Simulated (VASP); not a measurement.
Re, 1 atom in the cell. Symmetry: Fm-3m, No. 225, cubic system. The conventional cell has a = 3.860 Å, b = 3.860 Å, c = 3.860 Å, α = 90.00°, β = 90.00°, γ = 90.00°. Re (site symmetry m-3m) has 12 Re at 2.73 Å within 3.6 Å. This isn't the form of Re at room conditions, which is hcp.

* Program: VASP 6.6.1
* Task: single point
* Functional: LDA
* Potentials or basis: VASP PAW LDA potentials, release 64 (Re)
* Cutoff: 600 eV
* k mesh: 10 × 10 × 10
* Occupations: gaussian, width 0.05 eV
* Spin: no spin polarisation
* Dipole correction: no
* Further INCAR settings: ALGO = Normal; EDIFF = 1e-06; NBANDS = 10

Potentials or basis: VASP PAW LDA potentials, release 64 (Re).

Launch:

```bash
$ cat potpaw_LDA.64/Re/POTCAR > POTCAR
$ mpirun -np 1 vasp_std > vasp.out
```

Hardware: 1 thread of Intel(R) Xeon(R) 6975P-C (Granite Rapids), on a shared host.

Question: Estimate the wall time of this run.

Answer: It took 3.4 s on 1 thread of Intel(R) Xeon(R) 6975P-C (Granite Rapids), on a shared host, peak memory 0.13 GiB. Counts: scf iterations 11, k points 47.
